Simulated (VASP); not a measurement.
# Zr (I4_1/amd) in VASP: further runs

Zr is run at these levels: PBE; tasks: single point.

Everything below comes from runs of VASP 6.6.1. Logs are shortened: lines on timing, memory, paths and dates and some standing lists are left out, and cuts for length are marked.

### Step 1. The cell of the first run

It takes space group I4_1/amd (No. 141, tetragonal). The conventional cell has a = 5.337 Å, b = 5.337 Å, c = 2.955 Å, α = 90.00°, β = 90.00°, γ = 90.00°. Zr (site symmetry -4m2) has 10 Zr at 2.77 to 3.47 Å within 3.6 Å.

### Step 2. Single point, PBE

File INCAR:

```
PREC = Accurate ; ENCUT = 520
EDIFF = 1E-7 ; ISMEAR = -1
SIGMA = 0.05 ; LREAL = False
LASPH = True ; NELM = 80
ALGO = Normal ; ISIF = 2
LWAVE = False ; LCHARG = False
GGA = PE ; NBANDS = 19
```

File KPOINTS:

```
Automatic mesh
0
Gamma
  15 15 15
```

File POSCAR:

```
Zr
1.0
   -2.6683772870      2.6683772870      1.4773998232
    2.6683772870     -2.6683772870      1.4773998232
    2.6683772870      2.6683772870     -1.4773998232
Zr
2
Direct
   -0.3750000000     -0.1250000000     -0.2500000000
    0.3750000000      0.1250000000      0.2500000000
```

Potentials or basis: VASP PAW PBE potentials, release 64 (Zr_sv).

Started as:

```
> cat potpaw_PBE.64/Zr_sv/POTCAR > POTCAR
> mpirun -np 1 vasp_std > vasp.out
```

OUTCAR:

```text
PREC = Accurate
   ENCUT = 520
   EDIFF = 1E-7
   ISMEAR = -1
   LREAL = False
   LASPH = True
   NELM = 80
   ISIF = 2
   GGA = PE

 ion  position               nearest neighbor table
   1  0.625  0.875  0.750-   2 2.77   2 2.77   2 2.77   2 2.77   2 3.47   2 3.47   2 3.47   2 3.47

   2  0.375  0.125  0.250-   1 2.77   1 2.77   1 2.77   1 2.77   1 3.47   1 3.47   1 3.47   1 3.47

  LATTYP: Found a body centered tetragonal cell.
 ALAT       =     5.3367545740
 C/A-ratio  =     0.5536697642

  Lattice vectors:

 A1 = (  -2.6683772870,   2.6683772870,   1.4773998232)
 A2 = (   2.6683772870,  -2.6683772870,   1.4773998232)
 A3 = (   2.6683772870,   2.6683772870,  -1.4773998232)

Analysis of symmetry for initial positions (statically):
=====================================================================
 Subroutine PRICEL returns:
 Original cell was already a primitive cell.

 Routine SETGRP: Setting up the symmetry group for a
 body centered tetragonal supercell.

 Subroutine GETGRP returns: Found 16 space group operations
 (whereof  4 operations were pure point group operations)
 out of a pool of 16 trial point group operations.

The static configuration has the point symmetry C_2h.
 The point group associated with its full space group is D_4h.

Analysis of symmetry for dynamics (positions and initial velocities):
=====================================================================
 Subroutine PRICEL returns:
 Original cell was already a primitive cell.

 Routine SETGRP: Setting up the symmetry group for a
 body centered tetragonal supercell.

 Subroutine GETGRP returns: Found 16 space group operations
 (whereof  4 operations were pure point group operations)
 out of a pool of 16 trial point group operations.

The dynamic configuration has the point symmetry C_2h.
 The point group associated with its full space group is D_4h.

 Subroutine INISYM returns: Found 16 space group operations
 (whereof  4 operations are pure point group operations),
 and found     1 'primitive' translations

----------------------------------------------------------------------------------------

                                     Primitive cell

  volume of cell :      42.0777

  direct lattice vectors                    reciprocal lattice vectors
    -2.668377287  2.668377287  1.477399823     0.000000000  0.187379799  0.338432422
     2.668377287 -2.668377287  1.477399823     0.187379799  0.000000000  0.338432422
     2.668377287  2.668377287 -1.477399823     0.187379799  0.187379799  0.000000000

  length of vectors
     4.052552890  4.052552890  4.052552890     0.386843241  0.386843241  0.264995053

  position of ions in fractional coordinates (direct lattice)
     0.625000000  0.875000000  0.750000000
     0.375000000  0.125000000  0.250000000

  ion indices of the primitive-cell ions
   primitive index   ion index
                 1           1
                 2           2

----------------------------------------------------------------------------------------

 KPOINTS: Automatic mesh

Automatic generation of k-mesh.
 Grid dimensions read from file:
 generate k-points for:   15   15   15

 Generating k-lattice:

  Cartesian coordinates                     Fractional coordinates (reciprocal lattice)
     0.000000000  0.012491987  0.022562161     0.066666667  0.000000000 -0.000000000
     0.012491987  0.000000000  0.022562161     0.000000000  0.066666667 -0.000000000
     0.012491987  0.012491987  0.000000000     0.000000000  0.000000000  0.066666667

  Length of vectors
     0.025789549  0.025789549  0.017666337

  Shift w.r.t. Gamma in fractional coordinates (k-lattice)
     0.000000000  0.000000000  0.000000000

 Subroutine IBZKPT returns following result:
 ===========================================

 Found    288 irreducible k-points:

 Following reciprocal coordinates:
            Coordinates               Weight
  0.000000  0.000000  0.000000      1.000000
  0.066667 -0.000000  0.000000      8.000000
  0.133333  0.000000  0.000000      8.000000
  0.200000 -0.000000  0.000000      8.000000
  0.266667  0.000000  0.000000      8.000000
  0.333333 -0.000000  0.000000      8.000000
[... 16 lines left out ...]
  0.133333  0.133333  0.000000      8.000000
  0.200000  0.133333  0.000000     16.000000
 [... further k-points ...]
   k-points           NKPTS =    288   k-points in BZ     NKDIM =    288   number of bands    NBANDS=     19
   number of dos      NEDOS =    301   number of ions     NIONS =      2
   total plane-waves  NPLWV =  27000
   dimension x,y,z NGX =    30 NGY =   30 NGZ =   30
   dimension x,y,z NGXF=    60 NGYF=   60 NGZF=   60
   ions per type =               2
   NGX,Y,Z   is equivalent  to a cutoff of  12.31, 12.31, 12.31 a.u.
   NGXF,Y,Z  is equivalent  to a cutoff of  24.61, 24.61, 24.61 a.u.
 SYSTEM =  unknown system
   PREC   = accura    normal or accurate (medium, high low for compatibility)
   ISTART =      0    job   : 0-new  1-cont  2-samecut
   ICHARG =      2    charge: 1-file 2-atom 10-const
   ISPIN  =      1    spin polarized calculation?
   LNONCOLLINEAR =      F non collinear calculations
   LSORBIT =      F    spin-orbit coupling
   LASPH  =      T    aspherical Exc in radial PAW
   ENCUT  =  520.0 eV  38.22 Ry    6.18 a.u.   7.54  7.54  7.54*2*pi/ulx,y,z
   NELM   =     80;   NELMIN=  2; NELMDL= -5     # of ELM steps
   EDIFF  = 0.1E-06   stopping-criterion for ELM
   LREAL  =      F    real-space projection
   EDIFFG = 0.1E-05   stopping-criterion for IOM
   NSW    =      0    number of steps for IOM
   IBRION =     -1    ionic relax: 0-MD 1-quasi-New 2-CG
   NFREE  =      0    steps in history (QN), initial steepest desc. (CG)
   ISIF   =      2    stress and relaxation
   ISYM   =      2    0-nonsym 1-usesym 2-fastsym
   POTIM  = 0.5000    time-step for ionic-motion
   TEBEG  =    0.0;   TEEND  =   0.0 temperature during run
   PSTRESS=    0.0 pullay stress
   NELECT =      24.0000    total number of electrons
   NUPDOWN=      -1.0000    fix difference up-down
   EMIN   =  10.00;   EMAX   =-10.00  energy-range for DOS
   EFERMI =   0.00;   METHOD = LEGACY
   ISMEAR =    -1;   SIGMA  =   0.05  broadening in eV -4-tet -1-fermi 0-gaus
   EFERMI_NEDOS =   21; number of points for ismear=-14 and -15
   IALGO  =     38    algorithm
   IMIX   =      4    mixing-type and parameters
     AMIX     =   0.40;   BMIX     =  1.00
     AMIX_MAG =   1.60;   BMIX_MAG =  1.00
  volume/ion in A,a.u.               =      21.04       141.98
  Fermi-wavevector in a.u.,A,eV,Ry     =   1.357671  2.565625 25.079203  1.843269
  Thomas-Fermi vector in A             =   2.484569
   LORBIT       =      0    0 simple, 1 ext, 2 COOP (PROOUT), +10 PAW based schemes
   GGA     = PE    functional components
   LHFCALC =     F    Hartree Fock is set to
   AEXX    =    0.0000 exact exchange contribution
   IVDW    =     0    specifies the selected vdW correction
   LEPSILON=     F    determine dielectric tensor
   LRPA    =     F    only Hartree local field effects (RPA)
 non-spin polarized calculation
  energy-cutoff  :      520.00
  volume of cell :       42.08
 maximum number of plane-waves:      1154
   NGX = 15   NGY = 15   NGZ = 15

 number of electron      24.0000000 magnetization

 Free energy of the ion-electron system (eV)
  ---------------------------------------------------
  ext. energy  EPLUGINS =         0.00000000
  ---------------------------------------------------
  free energy    TOTEN  =       -15.91469119 eV

  energy without entropy =      -15.89074685  energy(sigma->0) =      -15.90271902

 E-fermi :   9.6863     XC(G=0): -11.5027

 val. band max:        9.6859078204   @ k =  -0.2667  -0.3333   0.2000
 cond. band min:       9.6865541035   @ k =  -0.3333   0.4667   0.1333
 fundamental gap:      0.0006462831
 Fermi energy:         9.6862520922

 k-point     1 :       0.0000    0.0000    0.0000
  band No.  band energies     occupation
      1     -38.7101      2.00000
      2     -38.2005      2.00000
      3     -17.3323      2.00000
      4     -17.3323      2.00000
      5     -15.9467      2.00000
      6     -15.9249      2.00000
[... 11 lines left out ...]
     18      16.4614      0.00000
     19      16.6555      0.00000

 k-point     2 :       0.0667   -0.0000    0.0000
  band No.  band energies     occupation
      1     -38.7002      2.00000
      2     -38.2003      2.00000
      3     -17.3284      2.00000
      4     -17.3096      2.00000
      5     -16.0058      2.00000
      6     -15.9770      2.00000
[... 11 lines left out ...]
     18      16.3794      0.00000
     19      16.5487      0.00000

 k-point     3 :       0.1333    0.0000    0.0000
  band No.  band energies     occupation
      1     -38.6718      2.00000
      2     -38.1999      2.00000
      3     -17.3174      2.00000
      4     -17.2461      2.00000
      5     -16.1576      2.00000
      6     -16.1138      2.00000
[... 11 lines left out ...]
     18      16.1619      0.00000
     19      16.6471      0.00000

 k-point     4 :       0.2000   -0.0000    0.0000
  band No.  band energies     occupation
      1     -38.6286      2.00000
      2     -38.2004      2.00000
      3     -17.3009      2.00000
      4     -17.1569      2.00000
      5     -16.3761      2.00000
      6     -16.2905      2.00000
[... 11 lines left out ...]
     18      15.8192      0.00000
     19      16.7483      0.00000

 k-point     5 :       0.2667    0.0000    0.0000
  band No.  band energies     occupation
      1     -38.5764      2.00000
      2     -38.2032      2.00000
      3     -17.2814      2.00000
      4     -17.0753      2.00000
      5     -16.6139      2.00000
      6     -16.4599      2.00000
[... 11 lines left out ...]
     18      15.3461      0.00000
     19      16.6608      0.00000
[... 334 lines left out ...]
      2     -38.2113      2.00000
      3     -17.3228      2.00000
      4     -17.2669      2.00000
      5     -16.0612      2.00000
      6     -15.9763      2.00000
[... 11 lines left out ...]
     18      15.8434      0.00000
     19      16.1582      0.00000

 k-point    22 :      -0.0667    0.0667    0.0000
  band No.  band energies     occupation
      1     -38.7046      2.00000
      2     -38.2062      2.00000
      3     -17.3203      2.00000
      4     -17.3196      2.00000
      5     -15.9824      2.00000
      6     -15.9233      2.00000
[... 11 lines left out ...]
     18      16.0471      0.00000
     19      16.3939      0.00000

 k-point    23 :       0.1333    0.1333    0.0000
  band No.  band energies     occupation
      1     -38.5935      2.00000
      2     -38.1860      2.00000
      3     -17.2180      2.00000
      4     -17.2006      2.00000
      5     -16.5539      2.00000
      6     -16.5087      2.00000
[... 11 lines left out ...]
     18      15.7019      0.00000
     19      16.8766      0.00000

 k-point    24 :       0.2000    0.1333    0.0000
  band No.  band energies     occupation
      1     -38.5438      2.00000
      2     -38.1882      2.00000
      3     -17.2191      2.00000
      4     -17.1465      2.00000
      5     -16.7379      2.00000
      6     -16.6800      2.00000
[... 11 lines left out ...]
     18      15.2654      0.00000
     19      16.8152      0.00000

 [... further k-points ...]
[... 5 lines left out ...]
  --------------------------------------------------------------------------------------
  -------------------------------------------------------------------------------------
  Total        2.9233172      2.9233172      2.9039586      0.0000000     -0.0000000      0.0000000
  in kB      111.3099577    111.3099577    110.5728485      0.0000000     -0.0000000      0.0000000
  external PRESSURE =     111.0642546 kB  Pullay stress =       0.0000000 kB

 VOLUME and BASIS-vectors are now :
 -----------------------------------------------------------------------------
  energy-cutoff  :      520.00
  volume of cell :       42.08
      direct lattice vectors                 reciprocal lattice vectors
    -2.668377287  2.668377287  1.477399823     0.000000000  0.187379799  0.338432422
     2.668377287 -2.668377287  1.477399823     0.187379799  0.000000000  0.338432422
     2.668377287  2.668377287 -1.477399823     0.187379799  0.187379799  0.000000000

 POSITION                                       TOTAL-FORCE (eV/Angst)
 -----------------------------------------------------------------------------------
      2.66838      1.33419      1.10805        -0.000000      0.000000     -0.000000
      0.00000      1.33419      0.36935         0.000000     -0.000000      0.000000
 -----------------------------------------------------------------------------------
    total drift:                                0.000000     -0.000000      0.000000

  FREE ENERGIE OF THE ION-ELECTRON SYSTEM (eV)
  ---------------------------------------------------
  free  energy   TOTEN  =       -15.9146911877 eV

  energy  without entropy=      -15.8907468496  energy(sigma->0) =      -15.90271902
```

It took 96 s on 1 thread of Intel Xeon 6975P-C (Granite Rapids), shared host; peak memory 0.3 GiB.

What came out:

* Free energy: -15.9147 eV
* Pressure: 11.1 GPa
* Band gap on the k mesh: zero (bands 12 and 13 overlap by 0.90 eV)

Caveat: the cell stands under pressure.

### Step 3. Single point, PBE

File INCAR:

```
ALGO = Normal ; EDIFF = 1E-6
ENCUT = 520 ; GGA = PE
ISIF = 2 ; ISMEAR = -1
LASPH = True ; LCHARG = False
LREAL = False ; LWAVE = False
NBANDS = 19 ; NELM = 100
PREC = Accurate ; SIGMA = 0.05
```

File KPOINTS:

```
k-points
0
Gamma
  15 15 15
```

File POSCAR:

```
Zr
1.0
   -2.6685047543      2.6685047543      1.4775893867
    2.6685047543     -2.6685047543      1.4775893867
    2.6685047543      2.6685047543     -1.4775893867
Zr
2
Direct
   -0.3750000000     -0.1250000000     -0.2500000000
    0.3750000000      0.1250000000      0.2500000000
```

Potentials or basis: VASP PAW PBE potentials, release 64 (Zr_sv).

Started as:

```
> cat potpaw_PBE.64/Zr_sv/POTCAR > POTCAR
> mpirun -np 1 vasp_std > vasp.out
```

Wall time 80 s (1 thread of Intel Xeon 6975P-C (Granite Rapids), shared host); peak memory 0.3 GiB.

The run converged. Its results:

```yaml
Free_energy: -15.9153 eV
Pressure: 11.1 GPa
Band_gap_on_the_k_mesh: zero (bands 12 and 13 overlap by 0.90 eV)
```

Levels at points of the mesh, in eV from the Fermi level:
```csv
k point,band 9,band 10,band 11,band 12,band 13,band 14,band 15,band 16
"(0.00, 0.00, 0.00)",-5.19,-3.41,-1.32,-0.81,0.07,3.47,3.47,3.57
```

Caveat: the cell stands under pressure.
